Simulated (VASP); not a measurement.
# Be in VASP: further runs

Be is run at these levels: PBE; tasks: single point, relaxation of cell and atoms.

Program: VASP 6.6.1. These are calculated values, not measurements. Logs are shortened: lines on timing, memory, paths and dates and some standing lists are left out, and cuts for length are marked.

### 1 The cell of the first run

The typed cell holds 8 atoms: a = 4.529 Å, b = 4.529 Å, c = 3.559 Å, α = 90.00°, β = 90.00°, γ = 120.00°.

### 2 Single point, PBE

File INCAR:

```
PREC     = Accurate       # precision mode
ENCUT    = 520            # plane-wave cutoff, eV
EDIFF    = 1E-6           # SCF threshold, eV
ISMEAR   = 0              # smearing method
SIGMA    = 0.1            # smearing width, eV
LREAL    = False          # projectors in reciprocal space
LASPH    = True           # aspherical terms in the spheres
NELM     = 80             # most SCF steps
ALGO     = Normal         # electronic algorithm
ISIF     = 2              # what is computed and relaxed
LWAVE    = False          # write WAVECAR
LCHARG   = False          # write CHGCAR
GGA      = PE             # functional
NBANDS   = 18             # bands
```

File KPOINTS:

```
regular mesh
0
Gamma
  6 6 6
```

File POSCAR:

```
Be
1.0
    4.5288437952      0.0000000000      0.0000000000
   -2.2644218976      3.9220937764      0.0000000000
    0.0000000000      0.0000000000      3.5593119602
Be
8
Direct
    0.8335324527      0.6666127711      0.2499752301
    0.8330803184      0.1664675473      0.2499752301
    0.3333872289      0.1669196816      0.2499752301
    0.1664675473      0.3333872289      0.7500247699
    0.1669196816      0.8335324527      0.7500247699
    0.6666127711      0.8330803184      0.7500247699
    0.3333333333      0.6666666667      0.2499912238
    0.6666666667      0.3333333333      0.7500087762
```

Potentials or basis: VASP PAW PBE potentials, release 64 (Be).

Command:

```console
$ cat potpaw_PBE.64/Be/POTCAR > POTCAR
$ mpirun -np 1 vasp_std > vasp.out
```

OUTCAR:

```text
PREC = Accurate
   ENCUT = 520
   EDIFF = 1E-6
   ISMEAR = 0
   LREAL = False
   LASPH = True
   NELM = 80
   ISIF = 2
   GGA = PE

 ion  position               nearest neighbor table
   1  0.834  0.667  0.250-   8 2.21   8 2.21   5 2.21   6 2.21   5 2.21   6 2.21   7 2.26   2 2.26
                             3 2.26   3 2.26   2 2.26   7 2.27
   2  0.833  0.166  0.250-   8 2.21   8 2.21   6 2.21   4 2.21   6 2.21   4 2.21   7 2.26   1 2.26
                             3 2.26   1 2.26   3 2.26   7 2.27
   3  0.333  0.167  0.250-   8 2.21   8 2.21   5 2.21   4 2.21   5 2.21   4 2.21   7 2.26   1 2.26
                             2 2.26   1 2.26   2 2.26   7 2.27
   4  0.166  0.333  0.750-   7 2.21   7 2.21   2 2.21   3 2.21   2 2.21   3 2.21   8 2.26   5 2.26
                             6 2.26   6 2.26   5 2.26   8 2.27
   5  0.167  0.834  0.750-   7 2.21   7 2.21   3 2.21   1 2.21   3 2.21   1 2.21   8 2.26   4 2.26
                             6 2.26   4 2.26   6 2.26   8 2.27
   6  0.667  0.833  0.750-   7 2.21   7 2.21   2 2.21   1 2.21   2 2.21   1 2.21   8 2.26   4 2.26
                             5 2.26   4 2.26   5 2.26   8 2.27
   7  0.333  0.667  0.250-   5 2.21   4 2.21   6 2.21   5 2.21   4 2.21   6 2.21   1 2.26   2 2.26
                             3 2.26   3 2.27   2 2.27   1 2.27
   8  0.667  0.333  0.750-   2 2.21   1 2.21   3 2.21   2 2.21   1 2.21   3 2.21   4 2.26   5 2.26
                             6 2.26   6 2.27   5 2.27   4 2.27

  LATTYP: Found a hexagonal cell.
 ALAT       =     4.5288437952
 C/A-ratio  =     0.7859206723

  Lattice vectors:

 A1 = (   4.5288437952,   0.0000000000,   0.0000000000)
 A2 = (  -2.2644218976,   3.9220937764,   0.0000000000)
 A3 = (   0.0000000000,   0.0000000000,   3.5593119602)

Analysis of symmetry for initial positions (statically):
=====================================================================
 Subroutine PRICEL returns:
 Original cell was already a primitive cell.

 Routine SETGRP: Setting up the symmetry group for a
 hexagonal supercell.

 Subroutine GETGRP returns: Found  6 space group operations
 (whereof  6 operations were pure point group operations)
 out of a pool of 24 trial point group operations.

The static configuration has the point symmetry S_6 .

Analysis of symmetry for dynamics (positions and initial velocities):
=====================================================================
 Subroutine PRICEL returns:
 Original cell was already a primitive cell.

 Routine SETGRP: Setting up the symmetry group for a
 hexagonal supercell.

 Subroutine GETGRP returns: Found  6 space group operations
 (whereof  6 operations were pure point group operations)
 out of a pool of 24 trial point group operations.

The dynamic configuration has the point symmetry S_6 .

 Subroutine INISYM returns: Found  6 space group operations
 (whereof  6 operations are pure point group operations),
 and found     1 'primitive' translations

----------------------------------------------------------------------------------------

                                     Primitive cell

  volume of cell :      63.2225

  direct lattice vectors                    reciprocal lattice vectors
     4.528843795  0.000000000  0.000000000     0.220806909  0.127482928  0.000000000
    -2.264421898  3.922093776  0.000000000     0.000000000  0.254965857  0.000000000
     0.000000000  0.000000000  3.559311960     0.000000000  0.000000000  0.280953176

  length of vectors
     4.528843795  4.528843795  3.559311960     0.254965857  0.254965857  0.280953176

  position of ions in fractional coordinates (direct lattice)
     0.833532453  0.666612771  0.249975230
     0.833080318  0.166467547  0.249975230
     0.333387229  0.166919682  0.249975230
     0.166467547  0.333387229  0.750024770
     0.166919682  0.833532453  0.750024770
     0.666612771  0.833080318  0.750024770
     0.333333333  0.666666667  0.249991224
     0.666666667  0.333333333  0.750008776

  ion indices of the primitive-cell ions
   primitive index   ion index
                 1           1
                 2           2
                 3           3
                 4           4
                 5           5
                 6           6
                 7           7
                 8           8

----------------------------------------------------------------------------------------

 KPOINTS: regular mesh

Automatic generation of k-mesh.
 Grid dimensions read from file:
 generate k-points for:    6    6    6

 Generating k-lattice:

  Cartesian coordinates                     Fractional coordinates (reciprocal lattice)
     0.036801152  0.021247155  0.000000000     0.166666667  0.000000000  0.000000000
     0.000000000  0.042494309  0.000000000     0.000000000  0.166666667  0.000000000
     0.000000000  0.000000000  0.046825529     0.000000000  0.000000000  0.166666667

  Length of vectors
     0.042494309  0.042494309  0.046825529

  Shift w.r.t. Gamma in fractional coordinates (k-lattice)
     0.000000000  0.000000000  0.000000000

 Subroutine IBZKPT returns following result:
 ===========================================

 Found     44 irreducible k-points:

 Following reciprocal coordinates:
            Coordinates               Weight
  0.000000  0.000000  0.000000      1.000000
  0.166667  0.000000  0.000000      6.000000
  0.333333  0.000000  0.000000      6.000000
  0.500000  0.000000  0.000000      3.000000
  0.166667  0.166667  0.000000      6.000000
  0.333333  0.166667  0.000000      6.000000
[... 16 lines left out ...]
  0.000000  0.000000  0.333333      2.000000
  0.166667  0.000000  0.333333      6.000000
 [... further k-points ...]
   k-points           NKPTS =     44   k-points in BZ     NKDIM =     44   number of bands    NBANDS=     18
   number of dos      NEDOS =    301   number of ions     NIONS =      8
   total plane-waves  NPLWV =  36288
   dimension x,y,z NGX =    36 NGY =   36 NGZ =   28
   dimension x,y,z NGXF=    72 NGYF=   72 NGZF=   56
   ions per type =               8
   NGX,Y,Z   is equivalent  to a cutoff of  13.21, 13.21, 13.08 a.u.
   NGXF,Y,Z  is equivalent  to a cutoff of  26.43, 26.43, 26.16 a.u.
 SYSTEM =  unknown system
   PREC   = accura    normal or accurate (medium, high low for compatibility)
   ISTART =      0    job   : 0-new  1-cont  2-samecut
   ICHARG =      2    charge: 1-file 2-atom 10-const
   ISPIN  =      1    spin polarized calculation?
   LNONCOLLINEAR =      F non collinear calculations
   LSORBIT =      F    spin-orbit coupling
   LASPH  =      T    aspherical Exc in radial PAW
   ENCUT  =  520.0 eV  38.22 Ry    6.18 a.u.   8.42  8.42  6.62*2*pi/ulx,y,z
   NELM   =     80;   NELMIN=  2; NELMDL= -5     # of ELM steps
   EDIFF  = 0.1E-05   stopping-criterion for ELM
   LREAL  =      F    real-space projection
[... 7 lines left out ...]
   TEBEG  =    0.0;   TEEND  =   0.0 temperature during run
   PSTRESS=    0.0 pullay stress
   NELECT =      16.0000    total number of electrons
   NUPDOWN=      -1.0000    fix difference up-down
   EMIN   =  10.00;   EMAX   =-10.00  energy-range for DOS
   EFERMI =   0.00;   METHOD = LEGACY
   ISMEAR =     0;   SIGMA  =   0.10  broadening in eV -4-tet -1-fermi 0-gaus
   EFERMI_NEDOS =   21; number of points for ismear=-14 and -15
   IALGO  =     38    algorithm
   IMIX   =      4    mixing-type and parameters
     AMIX     =   0.40;   BMIX     =  1.00
     AMIX_MAG =   1.60;   BMIX_MAG =  1.00
  volume/ion in A,a.u.               =       7.90        53.33
  Fermi-wavevector in a.u.,A,eV,Ry     =   1.035518  1.956846 14.589497  1.072298
  Thomas-Fermi vector in A             =   2.169865
   LORBIT       =      0    0 simple, 1 ext, 2 COOP (PROOUT), +10 PAW based schemes
   GGA     = PE    functional components
   LHFCALC =     F    Hartree Fock is set to
   AEXX    =    0.0000 exact exchange contribution
   IVDW    =     0    specifies the selected vdW correction
   LEPSILON=     F    determine dielectric tensor
   LRPA    =     F    only Hartree local field effects (RPA)
 non-spin polarized calculation
 Gauss-broadening in eV      SIGMA  =   0.10
  energy-cutoff  :      520.00
  volume of cell :       63.22
 maximum number of plane-waves:      1730
 NGX is ok and might be reduce to    36

 number of electron      16.0000000 magnetization

 Free energy of the ion-electron system (eV)
  ---------------------------------------------------
  ext. energy  EPLUGINS =         0.00000000
  ---------------------------------------------------
  free energy    TOTEN  =       -30.15044552 eV

  energy without entropy =      -30.14595176  energy(sigma->0) =      -30.14819864

 E-fermi :   7.4537     XC(G=0): -10.6071

 val. band max:        7.3880538306   @ k =   0.3333   0.3333   0.5000
 cond. band min:       7.4955666598   @ k =  -0.3333   0.5000   0.0000
 fundamental gap:      0.1075128292
 Fermi energy:         7.4536792157

 k-point     1 :       0.0000    0.0000    0.0000
  band No.  band energies     occupation
      1      -4.3253      2.00000
      2       2.0124      2.00000
      3       2.0124      2.00000
      4       2.0138      2.00000
      5       2.6023      2.00000
      6       3.8846      2.00000
[... 10 lines left out ...]
     17      13.8059      0.00000
     18      13.8081      0.00000

 k-point     2 :       0.1667    0.0000    0.0000
  band No.  band energies     occupation
      1      -4.1258      2.00000
      2       0.5930      2.00000
      3       1.6667      2.00000
      4       1.6672      2.00000
      5       2.8637      2.00000
      6       4.6224      2.00000
[... 10 lines left out ...]
     17      14.4086      0.00000
     18      14.4391      0.00000
[... 442 lines left out ...]
 k-point    24 :       0.1667    0.0000    0.3333
  band No.  band energies     occupation
      1      -3.1580      2.00000
      2      -0.2975      2.00000
      3       1.4715      2.00000
      4       2.4706      2.00000
      5       2.4709      2.00000
      6       3.8273      2.00000
[... 10 lines left out ...]
     17      16.2032      0.00000
     18      17.8371      0.00000

 [... further k-points ...]

------------------------ aborting loop because EDIFF is reached ----------------------------------------

  FORCE on cell =-STRESS in cart. coord.  units (eV):
  Direction    XX          YY          ZZ          XY          YZ          ZX
  --------------------------------------------------------------------------------------
  -------------------------------------------------------------------------------------
  Total        0.0002321      0.0002321      0.2246742     -0.0000000     -0.0000000      0.0000000
  in kB        0.0058822      0.0058822      5.6936720     -0.0000000     -0.0000000      0.0000000
  external PRESSURE =       1.9018121 kB  Pullay stress =       0.0000000 kB

 VOLUME and BASIS-vectors are now :
 -----------------------------------------------------------------------------
  energy-cutoff  :      520.00
  volume of cell :       63.22
      direct lattice vectors                 reciprocal lattice vectors
     4.528843795  0.000000000  0.000000000     0.220806909  0.127482928  0.000000000
    -2.264421898  3.922093776  0.000000000     0.000000000  0.254965857  0.000000000
     0.000000000  0.000000000  3.559311960     0.000000000  0.000000000  0.280953176

 POSITION                                       TOTAL-FORCE (eV/Angst)
 -----------------------------------------------------------------------------------
      2.26545      2.61452      0.88974        -0.005564      0.002626      0.001185
      3.39594      0.65290      0.88974         0.005056      0.003505      0.001185
      1.13188      0.65467      0.88974         0.000508     -0.006131      0.001185
     -0.00102      1.30758      2.66957         0.005564     -0.002626     -0.001185
     -1.13152      3.26919      2.66957        -0.005056     -0.003505     -0.001185
      1.13254      3.26742      2.66957        -0.000508      0.006131     -0.001185
     -0.00000      2.61473      0.88980         0.000000     -0.000000      0.000844
      2.26442      1.30736      2.66952         0.000000      0.000000     -0.000844
 -----------------------------------------------------------------------------------
    total drift:                               -0.000000      0.000000      0.000000

  FREE ENERGIE OF THE ION-ELECTRON SYSTEM (eV)
  ---------------------------------------------------
  free  energy   TOTEN  =       -30.1504455189 eV

  energy  without entropy=      -30.1459517580  energy(sigma->0) =      -30.14819864
```

Wall time 30 s (1 thread of Intel Xeon Platinum 8375C at 2.90GHz (Ice Lake), shared host); peak memory 0.19 GiB.

What came out:

```yaml
Free_energy: -30.1504 eV
Pressure: 0.2 GPa
Largest_force: 0.006 eV/Å
Band_gap_on_the_k_mesh: zero (bands 8 and 9 overlap by 1.91 eV)
```

Forces on the atoms (eV/Å):
```
Be  -0.006  0.003  0.001
Be   0.005  0.004  0.001
Be   0.001 -0.006  0.001
Be   0.006 -0.003 -0.001
Be  -0.005 -0.004 -0.001
Be  -0.001  0.006 -0.001
Be   0.000  0.000  0.001
Be   0.000  0.000 -0.001
```

Levels at points of the mesh, in eV from the Fermi level:
```tsv
k point	band 6	band 7	band 8	band 9	band 10	band 11
(0.00, 0.00, 0.00)	-3.57	-3.57	-3.57	0.72	3.21	3.21
(0.50, 0.00, 0.00)	-2.51	0.37	0.37	0.91	0.91	1.45
(0.00, 0.00, 0.50)	-4.05	-4.05	-4.05	1.14	1.14	1.14
(0.50, 0.00, 0.50)	-4.33	-4.33	-4.33	3.13	3.13	3.14
```

### 3 Single point, PBE

This run uses another cell than the first one: it holds 2 atoms, not 8.

File INCAR:

```
  PREC = Accurate
  ENCUT = 520
  EDIFF = 1E-6
  ISMEAR = 0
  SIGMA = 0.1
  LREAL = F
  LASPH = T
  NELM = 100
  ALGO = Fast
  ISIF = 2
  LWAVE = F
  LCHARG = F
  GGA = PE
  NBANDS = 9
```

File KPOINTS:

```
regular mesh
0
Gamma
  30 30 16
```

File POSCAR:

```
Be
1.0
    2.2645400343      0.0000000000      0.0000000000
   -1.1322700171      1.9611491976      0.0000000000
    0.0000000000      0.0000000000      3.5615181699
Be
2
Direct
    0.6666666667      0.3333333333      0.7500000000
    0.3333333333      0.6666666667      0.2500000000
```

Potentials or basis: VASP PAW PBE potentials, release 64 (Be).

Command:

```console
$ cat potpaw_PBE.64/Be/POTCAR > POTCAR
$ mpirun -np 1 vasp_std > vasp.out
```

Wall time 60 s (1 thread of Intel Xeon Platinum 8375C at 2.90GHz (Ice Lake), shared host); peak memory 0.2 GiB.

It converged, with:

```
Free energy            : -7.5357 eV
Pressure               : 0.2 GPa
Band gap on the k mesh : zero (bands 2 and 3 overlap by 2.16 eV)
```

Levels at points of the mesh, in eV from the Fermi level:
```csv
k point,band 1,band 2,band 3,band 4,band 5,band 6
"(0.00, 0.00, 0.00)",-11.34,-4.42,1.14,15.98,15.98,18.83
"(0.50, 0.00, 0.00)",-5.00,-3.13,3.65,6.51,6.78,9.40
"(0.00, 0.00, 0.50)",-9.17,-9.17,10.76,10.76,17.63,17.63
"(0.50, 0.00, 0.50)",-3.61,-3.61,1.58,1.58,12.02,12.02
```

### 4 Relaxation of cell and atoms, PBE

This run uses another cell than the first one: it holds 2 atoms, not 8.

File INCAR:

```
ALGO     = Fast           # electronic algorithm
EDIFF    = 1E-7           # SCF threshold, eV
EDIFFG   = -0.01          # ionic threshold
ENCUT    = 600            # plane-wave cutoff, eV
GGA      = PE             # functional
IBRION   = 2              # ionic algorithm
ISIF     = 3              # what is computed and relaxed
ISMEAR   = 0              # smearing method
LASPH    = T              # aspherical terms in the spheres
LCHARG   = F              # write CHGCAR
LREAL    = F              # projectors in reciprocal space
LWAVE    = F              # write WAVECAR
NELM     = 80             # most SCF steps
NSW      = 100            # ionic steps
PREC     = Accurate       # precision mode
SIGMA    = 0.1            # smearing width, eV
```

File KPOINTS:

```
k-points
0
Gamma
  30 30 16
```

File POSCAR:

```
Be
1.0
    2.2644218976      0.0000000000      0.0000000000
   -1.1322109488      1.9610468882      0.0000000000
    0.0000000000      0.0000000000      3.5593119602
Be
2
Direct
    0.6666666667      0.3333333333      0.7500000000
    0.3333333333      0.6666666667      0.2500000000
```

Command:

```console
$ cat potpaw_PBE.64/Be/POTCAR > POTCAR
$ mpirun -np 1 vasp_std > vasp.out
```

Run time: 64 s. Hardware: 1 thread of Intel Xeon Platinum 8375C at 2.90GHz (Ice Lake), shared host; peak memory 0.21 GiB.

It converged, with:

* Free energy: -7.5358 eV
* Relaxed volume: 7.92 Å³/atom
* Relaxed cell: a = 2.265 Å, b = 2.265 Å, c = 3.563 Å, α = 90.00°, β = 90.00°, γ = 120.00°
* Space group after relaxing (to 0.1 Å): P6_3/mmc (No. 194)
* Energy gained by relaxing: 0.0 meV/atom
* Ionic steps: 2
* Pressure after relaxing: 0.0 GPa
* Band gap on the k mesh: zero (bands 2 and 3 overlap by 2.16 eV)

Final structure:
```xyz
2
Lattice="2.2654 0.0000 0.0000 -1.1327 1.9619 0.0000 0.0000 0.0000 3.5630" Properties=species:S:1:pos:R:3 pbc="T T T"
Be    1.1327    0.6540    2.6722
Be    0.0000    1.3079    0.8907
```

Levels at points of the mesh, in eV from the Fermi level:
```
           k point  band 1  band 2  band 3  band 4  band 5  band 6
(0.00, 0.00, 0.00)  -11.33   -4.41    1.14   15.97   15.97   18.82
(0.50, 0.00, 0.00)   -4.99   -3.13    3.65    6.51    6.77    9.40
(0.00, 0.00, 0.50)   -9.17   -9.17   10.75   10.75   17.62   17.62
(0.50, 0.00, 0.50)   -3.61   -3.61    1.58    1.58   12.01   12.01
```

### 5 Summary

| task | cell | k mesh | cutoff (eV) | gap on the mesh (eV) | pressure (GPa) |
| --- | --- | --- | --- | --- | --- |
| single point | a = 4.529, b = 4.529, c = 3.559 Å, angles 90.0, 90.0, 120.0°, 8 atoms, atomic positions A | 6 × 6 × 6 | 520 | none | 0.2 |
| single point | a = 2.265, b = 2.265, c = 3.562 Å, angles 90.0, 90.0, 120.0°, 2 atoms, atomic positions B | 30 × 30 × 16 | 520 | none | 0.2 |
| relaxation of cell and atoms | relaxed from a = 2.264, b = 2.264, c = 3.559 Å, angles 90.0, 90.0, 120.0°, 2 atoms, atomic positions B | 30 × 30 × 16 | 600 | none | 0.0 |

Alike in all rows: level PBE; potentials or basis VASP PAW PBE potentials, release 64 (Be); no spin polarisation; smearing gaussian 0.1 eV.

Absolute energies hang on the potentials; compare differences alone.

The gap in the log of VASP goes by the Fermi energy; the results here count the filled bands.